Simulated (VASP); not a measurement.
# InAuC4N4 (P-43m) in VASP: single point with PBE

Aim: the single point of InAuC4N4 with PBE.

Everything below comes from runs of VASP 6.6.1. Logs are shortened: lines on timing, memory, paths and dates and some standing lists are left out, and cuts for length are marked.

### 1 The cell of the first run

Symmetry: P-43m, No. 215, cubic system. The conventional cell has a = 6.367 Å, b = 6.367 Å, c = 6.367 Å, α = 90.00°, β = 90.00°, γ = 90.00°. Within 2.9 Å of In (site symmetry -43m) lie 4 C at 2.16 Å. Within 1.6 Å of C (site symmetry 3m) lie 1 N at 1.16 Å. Au (site symmetry -43m) has 4 N at 2.19 Å within 2.9 Å. N (site symmetry 3m) has 1 C at 1.16 Å within 1.6 Å.

### 2 Single point, PBE

INCAR reads:

```
  PREC = Accurate
  ENCUT = 700
  EDIFF = 1E-6
  ISMEAR = 0
  SIGMA = 0.1
  LREAL = F
  LASPH = T
  NELM = 120
  ALGO = Normal
  ISIF = 2
  LWAVE = F
  LCHARG = T
  GGA = PE
  LELF = T
  LVHAR = T
  NBANDS = 45
  GGA_COMPAT = F
```

KPOINTS reads:

```
Automatic mesh
0
Gamma
  4 4 4
```

POSCAR reads:

```
InAuC4N4
1.0
    6.3673554169      0.0000000000      0.0000000000
    0.0000000000      6.3673554169      0.0000000000
    0.0000000000      0.0000000000      6.3673554169
In C Au N
1 4 1 4
Direct
    0.0000000000      0.0000000000      0.0000000000
    0.1958057159      0.1958057159      0.1958057159
    0.1958057159      0.8041942841      0.8041942841
    0.8041942841      0.1958057159      0.8041942841
    0.8041942841      0.8041942841      0.1958057159
    0.5000000000      0.5000000000      0.5000000000
    0.3012119809      0.3012119809      0.3012119809
    0.3012119809      0.6987880191      0.6987880191
    0.6987880191      0.3012119809      0.6987880191
    0.6987880191      0.6987880191      0.3012119809
```

Potentials or basis: VASP PAW PBE potentials, release 64 (In_d, C, Au_sv_GW, N).

Run with:

```console
$ cat potpaw_PBE.64/In_d/POTCAR potpaw_PBE.64/C/POTCAR potpaw_PBE.64/Au_sv_GW/POTCAR potpaw_PBE.64/N/POTCAR > POTCAR
$ mpirun -np 1 vasp_std > vasp.out
```

OUTCAR:

```text
PREC = Accurate
   ENCUT = 700
   EDIFF = 1E-6
   ISMEAR = 0
   LREAL = F
   LASPH = T
   NELM = 120
   ISIF = 2
   GGA = PE

 ion  position               nearest neighbor table
   1  0.000  0.000  0.000-   2 2.16   3 2.16   4 2.16   5 2.16
   2  0.196  0.196  0.196-   7 1.16   1 2.16
   3  0.196  0.804  0.804-   8 1.16   1 2.16
   4  0.804  0.196  0.804-   9 1.16   1 2.16
   5  0.804  0.804  0.196-  10 1.16   1 2.16
   6  0.500  0.500  0.500-   7 2.19   8 2.19   9 2.19  10 2.19
   7  0.301  0.301  0.301-   2 1.16   6 2.19
   8  0.301  0.699  0.699-   3 1.16   6 2.19
   9  0.699  0.301  0.699-   4 1.16   6 2.19
  10  0.699  0.699  0.301-   5 1.16   6 2.19

  LATTYP: Found a simple cubic cell.
 ALAT       =     6.3673554169

  Lattice vectors:

 A1 = (   6.3673554169,   0.0000000000,   0.0000000000)
 A2 = (   0.0000000000,   6.3673554169,   0.0000000000)
 A3 = (   0.0000000000,   0.0000000000,   6.3673554169)

Analysis of symmetry for initial positions (statically):
=====================================================================
 Subroutine PRICEL returns:
 Original cell was already a primitive cell.

 Routine SETGRP: Setting up the symmetry group for a
 simple cubic supercell.

 Subroutine GETGRP returns: Found 24 space group operations
 (whereof 24 operations were pure point group operations)
 out of a pool of 48 trial point group operations.

The static configuration has the point symmetry T_d .

Analysis of symmetry for dynamics (positions and initial velocities):
=====================================================================
 Subroutine PRICEL returns:
 Original cell was already a primitive cell.

 Routine SETGRP: Setting up the symmetry group for a
 simple cubic supercell.

 Subroutine GETGRP returns: Found 24 space group operations
 (whereof 24 operations were pure point group operations)
 out of a pool of 48 trial point group operations.

The dynamic configuration has the point symmetry T_d .

 Subroutine INISYM returns: Found 24 space group operations
 (whereof 24 operations are pure point group operations),
 and found     1 'primitive' translations

----------------------------------------------------------------------------------------

                                     Primitive cell

  volume of cell :     258.1531

  direct lattice vectors                    reciprocal lattice vectors
     6.367355417  0.000000000  0.000000000     0.157051073  0.000000000  0.000000000
     0.000000000  6.367355417  0.000000000     0.000000000  0.157051073  0.000000000
     0.000000000  0.000000000  6.367355417     0.000000000  0.000000000  0.157051073

  length of vectors
     6.367355417  6.367355417  6.367355417     0.157051073  0.157051073  0.157051073

  position of ions in fractional coordinates (direct lattice)
     0.000000000  0.000000000  0.000000000
     0.195805716  0.195805716  0.195805716
     0.195805716  0.804194284  0.804194284
     0.804194284  0.195805716  0.804194284
     0.804194284  0.804194284  0.195805716
     0.500000000  0.500000000  0.500000000
     0.301211981  0.301211981  0.301211981
     0.301211981  0.698788019  0.698788019
     0.698788019  0.301211981  0.698788019
     0.698788019  0.698788019  0.301211981

  ion indices of the primitive-cell ions
   primitive index   ion index
                 1           1
                 2           2
                 3           3
                 4           4
                 5           5
                 6           6
                 7           7
                 8           8
                 9           9
                10          10

----------------------------------------------------------------------------------------

 KPOINTS: Automatic mesh

Automatic generation of k-mesh.
 Grid dimensions read from file:
 generate k-points for:    4    4    4

 Generating k-lattice:

  Cartesian coordinates                     Fractional coordinates (reciprocal lattice)
     0.039262768  0.000000000  0.000000000     0.250000000  0.000000000  0.000000000
     0.000000000  0.039262768  0.000000000     0.000000000  0.250000000  0.000000000
     0.000000000  0.000000000  0.039262768     0.000000000  0.000000000  0.250000000

  Length of vectors
     0.039262768  0.039262768  0.039262768

  Shift w.r.t. Gamma in fractional coordinates (k-lattice)
     0.000000000  0.000000000  0.000000000

 Subroutine IBZKPT returns following result:
 ===========================================

 Found     10 irreducible k-points:

 Following reciprocal coordinates:
            Coordinates               Weight
  0.000000  0.000000  0.000000      1.000000
  0.250000  0.000000  0.000000      6.000000
  0.500000  0.000000  0.000000      3.000000
  0.250000  0.250000  0.000000     12.000000
  0.500000  0.250000  0.000000     12.000000
  0.500000  0.500000  0.000000      3.000000
  0.250000  0.250000  0.250000      8.000000
  0.500000  0.250000  0.250000     12.000000
  0.500000  0.500000  0.250000      6.000000
  0.500000  0.500000  0.500000      1.000000
   k-points           NKPTS =     10   k-points in BZ     NKDIM =     10   number of bands    NBANDS=     45
   number of dos      NEDOS =    301   number of ions     NIONS =     10
   total plane-waves  NPLWV = 175616
   dimension x,y,z NGX =    56 NGY =   56 NGZ =   56
   dimension x,y,z NGXF=   112 NGYF=  112 NGZF=  112
   ions per type =               1   4   1   4
   NGX,Y,Z   is equivalent  to a cutoff of  14.62, 14.62, 14.62 a.u.
   NGXF,Y,Z  is equivalent  to a cutoff of  29.24, 29.24, 29.24 a.u.
 SYSTEM =  unknown system
   PREC   = accura    normal or accurate (medium, high low for compatibility)
   ISTART =      0    job   : 0-new  1-cont  2-samecut
   ICHARG =      2    charge: 1-file 2-atom 10-const
   ISPIN  =      1    spin polarized calculation?
   LNONCOLLINEAR =      F non collinear calculations
   LSORBIT =      F    spin-orbit coupling
   LASPH  =      T    aspherical Exc in radial PAW
   ENCUT  =  700.0 eV  51.45 Ry    7.17 a.u.  13.74 13.74 13.74*2*pi/ulx,y,z
   NELM   =    120;   NELMIN=  2; NELMDL= -5     # of ELM steps
   EDIFF  = 0.1E-05   stopping-criterion for ELM
   LREAL  =      F    real-space projection
   EDIFFG = 0.1E-04   stopping-criterion for IOM
   NSW    =      0    number of steps for IOM
   IBRION =     -1    ionic relax: 0-MD 1-quasi-New 2-CG
   NFREE  =      0    steps in history (QN), initial steepest desc. (CG)
   ISIF   =      2    stress and relaxation
   ISYM   =      2    0-nonsym 1-usesym 2-fastsym
   POTIM  = 0.5000    time-step for ionic-motion
   TEBEG  =    0.0;   TEEND  =   0.0 temperature during run
   PSTRESS=    0.0 pullay stress
   NELECT =      68.0000    total number of electrons
   NUPDOWN=      -1.0000    fix difference up-down
   EMIN   =  10.00;   EMAX   =-10.00  energy-range for DOS
   EFERMI =   0.00;   METHOD = LEGACY
   ISMEAR =     0;   SIGMA  =   0.10  broadening in eV -4-tet -1-fermi 0-gaus
   EFERMI_NEDOS =   21; number of points for ismear=-14 and -15
   IALGO  =     38    algorithm
   IMIX   =      4    mixing-type and parameters
     AMIX     =   0.40;   BMIX     =  1.00
     AMIX_MAG =   1.60;   BMIX_MAG =  1.00
  volume/ion in A,a.u.               =      25.82       174.21
  Fermi-wavevector in a.u.,A,eV,Ry     =   1.049427  1.983129 14.984043  1.101296
  Thomas-Fermi vector in A             =   2.184389
   LORBIT       =      0    0 simple, 1 ext, 2 COOP (PROOUT), +10 PAW based schemes
   GGA     = PE    functional components
   LHFCALC =     F    Hartree Fock is set to
   AEXX    =    0.0000 exact exchange contribution
   IVDW    =     0    specifies the selected vdW correction
   LEPSILON=     F    determine dielectric tensor
   LRPA    =     F    only Hartree local field effects (RPA)
 non-spin polarized calculation
 Gauss-broadening in eV      SIGMA  =   0.10
  energy-cutoff  :      700.00
  volume of cell :      258.15
 maximum number of plane-waves:     10891
 NGX is ok and might be reduce to    56
   NGX = 27   NGY = 27   NGZ = 27

 number of electron      67.9999996 magnetization

 Free energy of the ion-electron system (eV)
  ---------------------------------------------------
  ext. energy  EPLUGINS =         0.00000000
  ---------------------------------------------------
  free energy    TOTEN  =       -69.43861110 eV

  energy without entropy =      -69.43861110  energy(sigma->0) =      -69.43861110

 E-fermi :  -0.9049     XC(G=0):  -6.6167

 val. band max:       -1.5398533452   @ k =   0.5000   0.5000   0.0000
 cond. band min:       2.1530881976   @ k =   0.2500   0.2500   0.2500
 fundamental gap:      3.6929415427
 Fermi energy:        -0.9048705466

 k-point     1 :       0.0000    0.0000    0.0000
  band No.  band energies     occupation
      1    -104.6462      2.00000
      2     -56.0247      2.00000
      3     -56.0247      2.00000
      4     -56.0247      2.00000
      5     -18.8184      2.00000
      6     -18.7653      2.00000
[... 37 lines left out ...]
     44       4.1067      0.00000
     45       4.8591      0.00000

 k-point     2 :       0.2500    0.0000    0.0000
  band No.  band energies     occupation
      1    -104.6462      2.00000
      2     -56.0248      2.00000
      3     -56.0248      2.00000
      4     -56.0247      2.00000
      5     -18.8122      2.00000
      6     -18.7713      2.00000
[... 37 lines left out ...]
     44       4.0918      0.00000
     45       4.7379      0.00000

 k-point     3 :       0.5000    0.0000    0.0000
  band No.  band energies     occupation
      1    -104.6462      2.00000
      2     -56.0247      2.00000
      3     -56.0247      2.00000
      4     -56.0247      2.00000
      5     -18.8031      2.00000
      6     -18.7802      2.00000
[... 325 lines left out ...]
     44       4.2768      0.00000
     45       5.5428      0.00000

 k-point    10 :       0.5000    0.5000    0.5000
  band No.  band energies     occupation
      1    -104.6462      2.00000
      2     -56.0247      2.00000
      3     -56.0247      2.00000
      4     -56.0247      2.00000
      5     -18.7964      2.00000
      6     -18.7722      2.00000
[... 37 lines left out ...]
     44       4.5867      0.00000
     45       5.4496      0.00000

------------------------ aborting loop because EDIFF is reached ----------------------------------------

  FORCE on cell =-STRESS in cart. coord.  units (eV):
  Direction    XX          YY          ZZ          XY          YZ          ZX
  --------------------------------------------------------------------------------------
  -------------------------------------------------------------------------------------
  Total        0.5380168      0.5380168      0.5380168      0.0000000      0.0000000      0.0000000
  in kB        3.3390980      3.3390980      3.3390980      0.0000000      0.0000000      0.0000000
  external PRESSURE =       3.3390980 kB  Pullay stress =       0.0000000 kB

 VOLUME and BASIS-vectors are now :
 -----------------------------------------------------------------------------
  energy-cutoff  :      700.00
  volume of cell :      258.15
      direct lattice vectors                 reciprocal lattice vectors
     6.367355417  0.000000000  0.000000000     0.157051073  0.000000000  0.000000000
     0.000000000  6.367355417  0.000000000     0.000000000  0.157051073  0.000000000
     0.000000000  0.000000000  6.367355417     0.000000000  0.000000000  0.157051073

 POSITION                                       TOTAL-FORCE (eV/Angst)
 -----------------------------------------------------------------------------------
      0.00000      0.00000      0.00000        -0.000000     -0.000000      0.000000
      1.24676      1.24676      1.24676        -0.214367     -0.214367     -0.214367
      1.24676      5.12059      5.12059        -0.214367      0.214367      0.214367
      5.12059      1.24676      5.12059         0.214367     -0.214367      0.214367
      5.12059      5.12059      1.24676         0.214367      0.214367     -0.214367
      3.18368      3.18368      3.18368        -0.000000     -0.000000      0.000000
      1.91792      1.91792      1.91792         0.211582      0.211582      0.211582
      1.91792      4.44943      4.44943         0.211582     -0.211582     -0.211582
      4.44943      1.91792      4.44943        -0.211582      0.211582     -0.211582
      4.44943      4.44943      1.91792        -0.211582     -0.211582      0.211582
 -----------------------------------------------------------------------------------
    total drift:                                0.000000      0.000000      0.000000

  FREE ENERGIE OF THE ION-ELECTRON SYSTEM (eV)
  ---------------------------------------------------
  free  energy   TOTEN  =       -69.4386110972 eV

  energy  without entropy=      -69.4386110972  energy(sigma->0) =      -69.43861110
```

It took 8.5 min on 1 thread of Intel Xeon Platinum 8375C at 2.90GHz (Ice Lake), shared host; peak memory 0.54 GiB.

What came out:

```
Free energy            : -69.4386 eV
Pressure               : 0.3 GPa
Largest force          : 0.371 eV/Å
Band gap on the k mesh : 3.69 eV (least direct gap 3.72 eV)
```

Forces in eV/Å, atoms in the order of the input:
```
In   0.000  0.000  0.000
C   -0.214 -0.214 -0.214
C   -0.214  0.214  0.214
C    0.214 -0.214  0.214
C    0.214  0.214 -0.214
Au   0.000  0.000  0.000
N    0.212  0.212  0.212
N    0.212 -0.212 -0.212
N   -0.212  0.212 -0.212
N   -0.212 -0.212  0.212
```

Caveat: spin-orbit coupling is left out, which moves the levels of the heavy elements. A k mesh can miss the band edges.
